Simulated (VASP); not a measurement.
A run of VASP 6.6.1 is set up as follows.

INCAR

```
PREC = Accurate
ENCUT = 500
EDIFF = 1E-6
ISMEAR = 0
SIGMA = 0.05
LREAL = False
LASPH = True
NELM = 120
ALGO = Normal
ISIF = 2
LWAVE = False
LCHARG = False
GGA = PE
NBANDS = 11
GGA_COMPAT = False
```

Contents of KPOINTS:

```
Automatic mesh
0
Gamma
  10 10 10
```

POSCAR

```
Pt
1.0
    2.5227140978      0.0000000000      0.0000000000
    0.0000000000      2.5227140978      0.0000000000
    0.0000000000      0.0000000000      2.5227140978
Pt
1
Direct
    0.0000000000      0.0000000000      0.0000000000
```

Potentials or basis: VASP PAW PBE potentials, release 64 (Pt).

Command:

```console
$ cat potpaw_PBE.64/Pt/POTCAR > POTCAR
$ mpirun -np 1 vasp_std > vasp.out
```

What does it give for the pressure?

29.4 GPa.

What does it give for the band gap on the k mesh?

Zero (band 5 reaches 12.70 eV, above the bottom of band 6 at 8.86 eV).

Caveat: spin-orbit coupling is left out, which moves the levels of the heavy elements.
